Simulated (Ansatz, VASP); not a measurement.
Given: the input of a run of VASP 6.6.1 on CoO.

File INCAR:

```
SYSTEM = CoO
PREC     = Accurate       ! precision mode
ENCUT    = 600            ! plane-wave cutoff, eV
EDIFF    = 1E-6           ! SCF threshold, eV
ISMEAR   = -1             ! smearing method
SIGMA    = 0.05           ! smearing width, eV
LREAL    = .FALSE.        ! projectors in reciprocal space
LASPH    = .TRUE.         ! aspherical terms in the spheres
NELM     = 150            ! most SCF steps
ALGO     = Normal         ! electronic algorithm
ISIF     = 3              ! what is computed and relaxed
LWAVE    = .FALSE.        ! write WAVECAR
LCHARG   = .FALSE.        ! write CHGCAR
ISPIN    = 2              ! spin polarisation
MAGMOM   = 2 0            ! initial moments
LORBIT   = 11             ! projections on sites
LMAXMIX  = 4              ! l up to which the mixer works
GGA      = B5             ! functional
ALDAX    = 1.0          
AGGAX    = 1.0          
AGGAC    = 1.0          
ALDAC    = 0.0          
IBRION   = 2              ! ionic algorithm
NSW      = 60             ! ionic steps
EDIFFG   = -0.01          ! ionic threshold
```

Contents of KPOINTS:

```
regular mesh
0
G
  7 7 7
  0 0 0
```

The input POSCAR:

```
CoO
1.0
    2.5705263100      0.0000000000      0.0000000000
    0.0000000000      2.5705263100      0.0000000000
    0.0000000000      0.0000000000      2.5705263100
Co O
1 1
Direct
    0.0000000000      0.0000000000      0.0000000000
    0.5000000000      0.5000000000      0.5000000000
```

Potentials or basis: VASP PAW PBE potentials, release 64 (Co, O).

The run is started by

```bash
$ cat potpaw_PBE.64/Co/POTCAR potpaw_PBE.64/O/POTCAR > POTCAR
$ mpirun -np 1 vasp_std > vasp.out
```

Problem. Set up the same calculation for Ansatz 0.2.0. Potentials there: Ansatz PAW.

Solution. As run (the cutoff follows the program's own potentials):

File input.yaml:

```yaml
crystal:
  lattice:
    - [2.57052631, 0.0, 0.0]
    - [0.0, 2.57052631, 0.0]
    - [0.0, 0.0, 2.57052631]
  atoms:
    - { symbol: Co, position: [0.0, 0.0, 0.0], spin: 2.0 }
    - { symbol: O, position: [0.5, 0.5, 0.5] }
hamiltonian:
  xc: blyp
  pseudopotentials: { kind: paw }
magnetization:
  spin_polarized: true
kpoints:
  mp_grid: { grid: [7, 7, 7] }
scf:
  occupations: { method: fermi_dirac, width: 0.05 }
output:
  forces: true
  stress: true
  eigenvalues: true
relax:
  f_tol: 0.01
  max_steps: 40
  cell: { stress_tol: 0.05 }
```

Potentials or basis: Ansatz PAW.

The run is started by

```console
$ ansatz run input.yaml --threads 2 --pin off --max-ram 5632MiB --backend cpu --events-out ev --progress --plain --runs-dir out
```

Both were run:

|  | VASP | Ansatz | Ansatz less VASP |
| --- | --- | --- | --- |
| gap on the k mesh at the Fermi level, each at its own relaxed structure (eV) | none | none | - |
| net moment per atom (μB) | 1.50 | 1.50 | 0.000 |
| size of the moment on the site where the two differ most (μB) | 0.45 | 0.48 | +0.028 |
| relaxed volume (Å³/atom) | 9.34 | 9.37 | +0.022 |
| relaxed cell length with the largest relative difference (Å) | 2.654 | 2.656 | +0.0021 |

VASP's potentials were made for PBE, not for BLYP. Site moments also hang on the region over which each program counts them. A gap of «none» marks a metal or a gap that the smearing closes. VASP's potentials hold 15 valence electrons a cell and Ansatz's 23, so a difference there can come from the potentials and not from the codes.

Noted on Ansatz's run: the plane-wave basis is chosen anew once the cell has moved, so the energies of steps on either side of that aren't comparable.
